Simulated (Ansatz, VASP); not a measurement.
MoS2 in VASP and in Ansatz

INCAR

```
  PREC = Accurate
  ENCUT = 520
  EDIFF = 1E-7
  ISMEAR = 1
  SIGMA = 0.05
  LREAL = F
  LASPH = T
  NELM = 80
  ALGO = Normal
  ISIF = 2
  LWAVE = F
  LCHARG = F
  GGA = CA
  NBANDS = 35
```

The input KPOINTS:

```
Automatic mesh
0
Gamma
  8 8 2
```

File POSCAR:

```
MoS2
1.0
    3.2513482650      0.0000000000      0.0000000000
   -1.6256741325      2.8157455724      0.0000000000
    0.0000000000      0.0000000000     12.6442461401
Mo S
2 4
Direct
    0.3333333333      0.6666666667      0.2500000000
    0.6666666667      0.3333333333      0.7500000000
    0.3333333333      0.6666666667      0.6230000000
    0.6666666667      0.3333333333      0.1230000000
    0.3333333333      0.6666666667      0.8770000000
    0.6666666667      0.3333333333      0.3770000000
```

Input for Ansatz:

```yaml
crystal:
  lattice:
    - [3.2513482650110714, 0.0, 0.0]
    - [-1.6256741325055357, 2.8157455724027565, 0.0]
    - [0.0, 0.0, 12.644246140106167]
  atoms:
    - { symbol: Mo, position: [0.3333333333333333, 0.6666666666666666, 0.25] }
    - { symbol: Mo, position: [0.6666666666666666, 0.3333333333333333, 0.75] }
    - { symbol: S, position: [0.3333333333333333, 0.6666666666666666, 0.623] }
    - { symbol: S, position: [0.6666666666666666, 0.3333333333333333, 0.123] }
    - { symbol: S, position: [0.3333333333333333, 0.6666666666666666, 0.877] }
    - { symbol: S, position: [0.6666666666666666, 0.3333333333333333, 0.377] }
basis:
  ecutwfc: 550.0
kpoints:
  mp_grid:
    grid: [8, 8, 2]
hamiltonian:
  xc: lda
scf:
  occupations:
    method: cold
    width: 0.05
output:
  stress: true
```

Alike in both runs: task single point; functional LDA; k mesh 8 × 8 × 2; no spin polarisation.

|  | VASP | Ansatz |
| --- | --- | --- |
| version | VASP 6.6.1 | Ansatz 0.2.0 |
| potentials or method | VASP PAW LDA potentials, release 64 (Mo_sv, S), cutoff 520 eV | plane waves, PAW |
| occupations | methfessel-paxton of order 1, width 0.05 eV | cold, width 0.05 eV |
| valence electrons in the cell | 52 | 52 |

|  | VASP | Ansatz | Ansatz less VASP |
| --- | --- | --- | --- |
| pressure (GPa) | -14.6 | -14.7 | -0.10 |
| traceless stress, the component that is largest in VASP (GPa) | -0.50 | -0.49 | +0.014 |

LDA's correlation is that of Perdew and Zunger in VASP and of Perdew and Wang (1992) in Ansatz. Ansatz's warnings: structure snapped to symmetry.
